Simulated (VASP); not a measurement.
# C (I4_1/amd) in VASP: a series of runs

The runs below take C through dielectric tensor, with r2SCAN.

Everything below comes from runs of VASP 6.6.1. Logs are shortened: lines on timing, memory, paths and dates and some standing lists are left out, and cuts for length are marked.

### Step 1. The cell of the first run

It takes space group I4_1/amd (No. 141, tetragonal). The conventional cell has a = 2.417 Å, b = 2.417 Å, c = 3.592 Å, α = 90.00°, β = 90.00°, γ = 90.00°. Within 2.0 Å of C (site symmetry -4m2) lie 4 C at 1.51 Å.

### Step 2. Dielectric tensor, r2SCAN (epitaxial xy strain -4.0%)

File INCAR:

```
SYSTEM = C
ALGO = Normal
EDIFF = 1E-8
ENCUT = 520
ISIF = 2
ISMEAR = 0
LASPH = .TRUE.
LCALCEPS = .TRUE.
LCHARG = .FALSE.
LMIXTAU = .TRUE.
LREAL = .FALSE.
LWAVE = .FALSE.
METAGGA = R2SCAN
NELM = 100
PREC = Accurate
SIGMA = 0.01
```

File KPOINTS:

```
k-points
0
G
  10 10 10
  0 0 0
```

File POSCAR:

```
C
1.0
    0.0000000000      1.7089191768      1.7961065760
    1.7089191768      0.0000000000      1.7961065760
    1.7089191768      1.7089191768      0.0000000000
C
2
Direct
    0.0000000000      0.0000000000      0.0000000000
    0.2500000000      0.2500000000      0.2500000000
```

Potentials or basis: VASP PAW PBE potentials, release 64 (C).

The run is started by

```bash
> cat potpaw_PBE.64/C/POTCAR > POTCAR
> mpirun -np 1 vasp_std > vasp.out
```

OUTCAR:

```text
SYSTEM = C
   EDIFF = 1E-8
   ENCUT = 520
   ISIF = 2
   ISMEAR = 0
   LASPH = .TRUE.
   LREAL = .FALSE.
   METAGGA = R2SCAN
   NELM = 100
   PREC = Accurate

 ion  position               nearest neighbor table
   1  0.000  0.000  0.000-   2 1.51   2 1.51   2 1.51   2 1.51
   2  0.250  0.250  0.250-   1 1.51   1 1.51   1 1.51   1 1.51

  LATTYP: Found a body centered tetragonal cell.
 ALAT       =     2.4167766768
 C/A-ratio  =     1.4863653669

  Lattice vectors:

 A1 = (  -1.7089191768,   0.0000000000,   1.7961065760)
 A2 = (   1.7089191768,   0.0000000000,   1.7961065760)
 A3 = (   0.0000000000,   1.7089191768,  -1.7961065760)

Analysis of symmetry for initial positions (statically):
=====================================================================
 Subroutine PRICEL returns:
 Original cell was already a primitive cell.

 Routine SETGRP: Setting up the symmetry group for a
 body centered tetragonal supercell.

 Subroutine GETGRP returns: Found 16 space group operations
 (whereof  8 operations were pure point group operations)
 out of a pool of 16 trial point group operations.

The static configuration has the point symmetry D_2d.
 The point group associated with its full space group is D_4h.

Analysis of symmetry for dynamics (positions and initial velocities):
=====================================================================
 Subroutine PRICEL returns:
 Original cell was already a primitive cell.

 Routine SETGRP: Setting up the symmetry group for a
 body centered tetragonal supercell.

 Subroutine GETGRP returns: Found 16 space group operations
 (whereof  8 operations were pure point group operations)
 out of a pool of 16 trial point group operations.

The dynamic configuration has the point symmetry D_2d.
 The point group associated with its full space group is D_4h.

 Subroutine INISYM returns: Found 16 space group operations
 (whereof  8 operations are pure point group operations),
 and found     1 'primitive' translations

----------------------------------------------------------------------------------------

                                     Primitive cell

  volume of cell :      10.4907

  direct lattice vectors                    reciprocal lattice vectors
     0.000000000  1.708919177  1.796106576    -0.292582591  0.292582591  0.278379917
     1.708919177  0.000000000  1.796106576     0.292582591 -0.292582591  0.278379917
     1.708919177  1.708919177  0.000000000     0.292582591  0.292582591 -0.278379917

  length of vectors
     2.479194140  2.479194140  2.416776677     0.498702840  0.498702840  0.498702840

  position of ions in fractional coordinates (direct lattice)
     0.000000000  0.000000000  0.000000000
     0.250000000  0.250000000  0.250000000

  ion indices of the primitive-cell ions
   primitive index   ion index
                 1           1
                 2           2

----------------------------------------------------------------------------------------

 KPOINTS: k-points

Automatic generation of k-mesh.
 Grid dimensions read from file:
 generate k-points for:   10   10   10

 Generating k-lattice:

  Cartesian coordinates                     Fractional coordinates (reciprocal lattice)
    -0.029258259  0.029258259  0.027837992     0.100000000 -0.000000000  0.000000000
     0.029258259 -0.029258259  0.027837992    -0.000000000  0.100000000  0.000000000
     0.029258259  0.029258259 -0.027837992     0.000000000  0.000000000  0.100000000

  Length of vectors
     0.049870284  0.049870284  0.049870284

  Shift w.r.t. Gamma in fractional coordinates (k-lattice)
     0.000000000  0.000000000  0.000000000

 Subroutine IBZKPT returns following result:
 ===========================================

 Found    102 irreducible k-points:

 Following reciprocal coordinates:
            Coordinates               Weight
  0.000000  0.000000  0.000000      1.000000
  0.100000  0.000000  0.000000      8.000000
  0.200000  0.000000  0.000000      8.000000
  0.300000  0.000000  0.000000      8.000000
  0.400000 -0.000000  0.000000      8.000000
  0.500000 -0.000000  0.000000      4.000000
[... 16 lines left out ...]
  0.300000  0.300000  0.000000      2.000000
  0.400000  0.300000  0.000000      8.000000
 [... further k-points ...]
   k-points           NKPTS =    102   k-points in BZ     NKDIM =    102   number of bands    NBANDS=      8
   number of dos      NEDOS =    301   number of ions     NIONS =      2
   total plane-waves  NPLWV =   5832
   dimension x,y,z NGX =    18 NGY =   18 NGZ =   18
   dimension x,y,z NGXF=    36 NGYF=   36 NGZF=   36
   ions per type =               2
   NGX,Y,Z   is equivalent  to a cutoff of  12.07, 12.07, 12.38 a.u.
   NGXF,Y,Z  is equivalent  to a cutoff of  24.14, 24.14, 24.76 a.u.
 SYSTEM =  C
   PREC   = accura    normal or accurate (medium, high low for compatibility)
   ISTART =      0    job   : 0-new  1-cont  2-samecut
   ICHARG =      2    charge: 1-file 2-atom 10-const
   ISPIN  =      1    spin polarized calculation?
   LNONCOLLINEAR =      F non collinear calculations
   LSORBIT =      F    spin-orbit coupling
   LASPH  =      T    aspherical Exc in radial PAW
   ENCUT  =  520.0 eV  38.22 Ry    6.18 a.u.   4.61  4.61  4.49*2*pi/ulx,y,z
   NELM   =    100;   NELMIN=  2; NELMDL= -5     # of ELM steps
   EDIFF  = 0.1E-07   stopping-criterion for ELM
   LREAL  =      F    real-space projection
   EDIFFG = 0.1E-06   stopping-criterion for IOM
   NSW    =      0    number of steps for IOM
   IBRION =     -1    ionic relax: 0-MD 1-quasi-New 2-CG
   NFREE  =      0    steps in history (QN), initial steepest desc. (CG)
   ISIF   =      2    stress and relaxation
   ISYM   =      2    0-nonsym 1-usesym 2-fastsym
   POTIM  = 0.5000    time-step for ionic-motion
   TEBEG  =    0.0;   TEEND  =   0.0 temperature during run
   PSTRESS=    0.0 pullay stress
   NELECT =       8.0000    total number of electrons
   NUPDOWN=      -1.0000    fix difference up-down
   EMIN   =  10.00;   EMAX   =-10.00  energy-range for DOS
   EFERMI =   0.00;   METHOD = LEGACY
   ISMEAR =     0;   SIGMA  =   0.01  broadening in eV -4-tet -1-fermi 0-gaus
   EFERMI_NEDOS =   21; number of points for ismear=-14 and -15
   IALGO  =     38    algorithm
   IMIX   =      4    mixing-type and parameters
     AMIX     =   0.40;   BMIX     =  1.00
     AMIX_MAG =   1.60;   BMIX_MAG =  1.00
  volume/ion in A,a.u.               =       5.25        35.40
  Fermi-wavevector in a.u.,A,eV,Ry     =   1.495672  2.826411 30.436717  2.237036
  Thomas-Fermi vector in A             =   2.607787
   LORBIT       =      0    0 simple, 1 ext, 2 COOP (PROOUT), +10 PAW based schemes
   METAGGA = R2SCAN    functional components
   LHFCALC =     F    Hartree Fock is set to
   AEXX    =    0.0000 exact exchange contribution
   IVDW    =     0    specifies the selected vdW correction
   LEPSILON=     F    determine dielectric tensor
   LRPA    =     F    only Hartree local field effects (RPA)
   LRPA       =     F
 non-spin polarized calculation
 Gauss-broadening in eV      SIGMA  =   0.01
  energy-cutoff  :      520.00
  volume of cell :       10.49
 maximum number of plane-waves:       296
   NGX =  9   NGY =  9   NGZ =  9

 Total electronic dipole moment: p[elc]=(     0.00000    -0.00000     0.00000 ) |e| Angst

 number of electron       7.9999999 magnetization

 Free energy of the ion-electron system (eV)
  ---------------------------------------------------
  ext. energy  EPLUGINS =         0.00000000
  ---------------------------------------------------
  free energy    TOTEN  =       -19.50193948 eV

  energy without entropy =      -19.50193948  energy(sigma->0) =      -19.50193948

 E-fermi :  11.2359     XC(G=0): -14.6946

 val. band max:       11.1789836856   @ k =   0.0000   0.0000   0.0000
 cond. band min:   10000.0000000000   @ k =   0.0000   0.0000   0.0000
 fundamental gap:   9988.8210163144
 Fermi energy:        11.2359068840

 k-point     1 :       0.0000    0.0000    0.0000
  band No.  band energies     occupation
      1     -12.9208      2.00000
      2      10.3015      2.00000
      3      11.1790      2.00000
      4      11.1790      2.00000
      5   10000.0000      0.00000
      6   10000.0000      0.00000
      7   10000.0000      0.00000
      8   10000.0000      0.00000

 k-point     2 :       0.1000    0.0000    0.0000
  band No.  band energies     occupation
      1     -12.6156      2.00000
      2       8.8913      2.00000
      3      10.1490      2.00000
      4      10.6806      2.00000
      5   10000.0000      0.00000
      6   10000.0000      0.00000
      7   10000.0000      0.00000
      8   10000.0000      0.00000

 k-point     3 :       0.2000    0.0000    0.0000
  band No.  band energies     occupation
      1     -11.7051      2.00000
      2       5.3875      2.00000
      3       9.0063      2.00000
      4       9.7377      2.00000
      5   10000.0000      0.00000
      6   10000.0000      0.00000
      7   10000.0000      0.00000
      8   10000.0000      0.00000

 k-point     4 :       0.3000    0.0000    0.0000
  band No.  band energies     occupation
      1     -10.2094      2.00000
      2       1.6207      2.00000
      3       8.0282      2.00000
      4       8.9142      2.00000
      5   10000.0000      0.00000
      6   10000.0000      0.00000
      7   10000.0000      0.00000
      8   10000.0000      0.00000

 k-point     5 :       0.4000   -0.0000    0.0000
  band No.  band energies     occupation
      1      -8.2012      2.00000
      2      -1.8554      2.00000
      3       7.3943      2.00000
      4       8.3926      2.00000
      5   10000.0000      0.00000
      6   10000.0000      0.00000
      7   10000.0000      0.00000
      8   10000.0000      0.00000
[... 177 lines left out ...]
 k-point    22 :      -0.2000    0.2000    0.0000
  band No.  band energies     occupation
      1      -9.6123      2.00000
      2       2.8931      2.00000
      3       3.6635      2.00000
      4       9.1505      2.00000
      5   10000.0000      0.00000
      6   10000.0000      0.00000
      7   10000.0000      0.00000
      8   10000.0000      0.00000

 k-point    23 :       0.3000    0.3000    0.0000
  band No.  band energies     occupation
      1      -9.5415      2.00000
      2       3.4110      2.00000
      3       5.7845      2.00000
      4       5.7845      2.00000
      5   10000.0000      0.00000
      6   10000.0000      0.00000
      7   10000.0000      0.00000
      8   10000.0000      0.00000

 k-point    24 :       0.4000    0.3000    0.0000
  band No.  band energies     occupation
      1      -8.1521      2.00000
      2       1.4523      2.00000
      3       4.3097      2.00000
      4       5.2959      2.00000
      5   10000.0000      0.00000
      6   10000.0000      0.00000
      7   10000.0000      0.00000
      8   10000.0000      0.00000

 [... further k-points ...]

------------------------ aborting loop because EDIFF is reached ----------------------------------------

            Ionic dipole moment: p[ion]=(     3.41784     3.41784     3.59221 ) |e| Angst

 Total electronic dipole moment: p[elc]=(     0.00000     0.00000     0.00294 ) |e| Angst

 MACROSCOPIC STATIC DIELECTRIC TENSOR (including local field effects)
 ------------------------------------------------------
           5.521846     0.000000     0.000000
           0.000000     5.521846     0.000000
          -0.000000    -0.000000     6.071788
 ------------------------------------------------------

 PIEZOELECTRIC TENSOR (including local field effects) (e Angst)
          XX          YY          ZZ          XY          YZ          ZX
  --------------------------------------------------------------------------------
  x    -0.00000     0.00000    -0.00000     0.00000     0.00000     0.00000
  y     0.00000     0.00000    -0.00000    -0.00000     0.00000     0.00000
  z     0.00000     0.00000     0.00000    -0.00000     0.00000     0.00000

 PIEZOELECTRIC TENSOR (including local field effects) (C/m^2)
          XX          YY          ZZ          XY          YZ          ZX
  --------------------------------------------------------------------------------
  x    -0.00000     0.00000    -0.00000     0.00000     0.00000     0.00000
  y     0.00000     0.00000    -0.00000    -0.00000     0.00000     0.00000
  z     0.00000     0.00000     0.00000    -0.00000     0.00000     0.00000

 BORN EFFECTIVE CHARGES (including local field effects) (in |e|, cummulative output)
 ---------------------------------------------------------------------------------
 ion    1
    1     0.00000     0.00000     0.00000
    2     0.00000     0.00000     0.00000
    3     0.00000     0.00000     0.00000
 ion    2
    1     0.00000     0.00000    -0.00000
    2     0.00000     0.00000    -0.00000
    3     0.00000     0.00000     0.00000

  FORCE on cell =-STRESS in cart. coord.  units (eV):
  Direction    XX          YY          ZZ          XY          YZ          ZX
  --------------------------------------------------------------------------------------
  -------------------------------------------------------------------------------------
  Total        3.7727139      3.7727139      0.1012288      0.0000000      0.0000000     -0.0000000
  in kB      576.1814972    576.1814972     15.4600083      0.0000000      0.0000000     -0.0000000
  external PRESSURE =     389.2743342 kB  Pullay stress =       0.0000000 kB

 VOLUME and BASIS-vectors are now :
 -----------------------------------------------------------------------------
  energy-cutoff  :      520.00
  volume of cell :       10.49
      direct lattice vectors                 reciprocal lattice vectors
     0.000000000  1.708919177  1.796106576    -0.292582591  0.292582591  0.278379917
     1.708919177  0.000000000  1.796106576     0.292582591 -0.292582591  0.278379917
     1.708919177  1.708919177  0.000000000     0.292582591  0.292582591 -0.278379917

 POSITION                                       TOTAL-FORCE (eV/Angst)
 -----------------------------------------------------------------------------------
      0.00000      0.00000      0.00000         0.000000      0.000000      0.000000
      0.85446      0.85446      0.89805        -0.000000     -0.000000      0.000000
 -----------------------------------------------------------------------------------
    total drift:                               -0.000000     -0.000000     -0.000000

  FREE ENERGIE OF THE ION-ELECTRON SYSTEM (eV)
  ---------------------------------------------------
  free  energy   TOTEN  =       -19.5019394767 eV

  energy  without entropy=      -19.5019394767  energy(sigma->0) =      -19.50193948
```

It took 10 min on 1 thread of Intel Xeon 6975P-C (Granite Rapids), shared host; peak memory 0.27 GiB.

What came out:

```yaml
Band_gap_on_the_k_mesh: 3.83 eV (least direct gap 5.56 eV)
Electronic_dielectric_tensor_diagonal: 5.52, 5.52, 6.07
Born_charges_mean_of_the_diagonal: C +0.00 e
```

Electronic dielectric tensor:
```
5.52 0.00 0.00
0.00 5.52 0.00
0.00 0.00 6.07
```

Born effective charge tensors (e):
atom 1, C
```
0.00 0.00 0.00
0.00 0.00 0.00
0.00 0.00 0.00
```
atom 2, C
```
0.00 0.00 0.00
0.00 0.00 0.00
0.00 0.00 0.00
```

Dipole moments of the cell (e·Å, modulo the quantum): ionic 3.418, 3.418, 3.592; electronic 0.000, 0.000, 0.003

Caveat: the cell differs from its parent crystal (epitaxial xy strain -4.0%); the PAW data sets were made with another functional, which shifts forces and pressure a little. A k mesh can miss the band edges.

(Continued in part 2 of 2.)

The gap in the log of VASP goes by the Fermi energy; the results here count the filled bands.